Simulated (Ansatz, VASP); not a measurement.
One calculation of GaSb5, two programs

```
Ga Sb
1.0
     3.37521    0.00000    0.00000
    -1.68761    2.92302    0.00000
     0.00000    0.00000   15.99338
Ga Sb
1 5
Direct
  0.00000 0.00000 0.00000
  0.66667 0.33333 0.84722
  0.00000 0.00000 0.67150
  0.66667 0.33333 0.50000
  0.00000 0.00000 0.32850
  0.66667 0.33333 0.15278
```

Change from the starting cell: species swapped into the Mg5Cd type (P-6m2, No. 187).

Alike in both runs: functional PBE; k mesh 12 × 12 × 4; occupations gaussian, width 0.1 eV; no spin polarisation.

Ansatz relaxed the structure, and its values are those at the end. VASP's run is a single point on that final structure, the one shown.

|  | VASP | Ansatz |
| --- | --- | --- |
| version | VASP 6.6.1 | Ansatz 0.2.0 |
| potentials or method | VASP PAW PBE potentials, release 64 (Ga_d, Sb), cutoff 520 eV | scalar-relativistic, plane waves, PAW |
| valence electrons in the cell | 38 | 88 |

```tsv
	VASP	Ansatz	Ansatz less VASP
gap on the k mesh at the Fermi level (eV)	none	none	-
pressure (GPa)	-0.1	0.0	+0.10
rms of the force components (eV/Å)	0.003	0.001	-0.0022
```

A gap of «none» marks a metal or a gap that the smearing closes. VASP's potentials hold 38 valence electrons a cell and Ansatz's 88, so a difference there can come from the potentials and not from the codes.

Spin-orbit coupling is off throughout.
